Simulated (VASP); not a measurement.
A run of VASP 6.6.1 is set up as follows.

File INCAR:

```
ALGO = Normal ; EDIFF = 1E-6
ENCUT = 520 ; GGA = PE
ISIF = 2 ; ISMEAR = 0
ISPIN = 2 ; LASPH = True
LCHARG = False ; LMAXMIX = 4
LORBIT = 11 ; LREAL = False
LWAVE = False ; MAGMOM = 0 0 2 2 2
NBANDS = 38 ; NELM = 150
PREC = Accurate ; SIGMA = 0.1
```

The input KPOINTS:

```
k-points
0
Gamma
  6 6 6
```

The input POSCAR:

```
Cu2Ni3
1.0
    1.2534051400      0.7236538000     10.2340101500
   -1.2534051400      0.7236538000     10.2340101500
    0.0000000000     -1.4473075900     10.2340101500
Cu Ni
2 3
Direct
    0.2000000000      0.2000000000      0.2000000000
    0.8000000000      0.8000000000      0.8000000000
    0.4000000000      0.4000000000      0.4000000000
    0.0000000000      0.0000000000      0.0000000000
    0.6000000000      0.6000000000      0.6000000000
```

Potentials or basis: VASP PAW PBE potentials, release 64 (Cu, Ni).

Command:

```bash
$ cat potpaw_PBE.64/Cu/POTCAR potpaw_PBE.64/Ni/POTCAR > POTCAR
$ mpirun -np 1 vasp_std > vasp.out
```

Task: What does it give for the pressure?

Result: 1.6 GPa.

Task: Predict the largest force.

Result: 0.325 eV/Å.

Task: Predict the site moments.

Result: Cu -0.02; Ni +0.40, +0.66 μB.

Task: Estimate the net moment.

Result: 1.36 μB per cell.

Stress tensor (GPa, compression positive):
```
1.37 0.00 0.00
0.00 1.37 0.00
0.00 0.00 1.94
```

Caveat: the k points lie up to 0.48 Å⁻¹ apart.
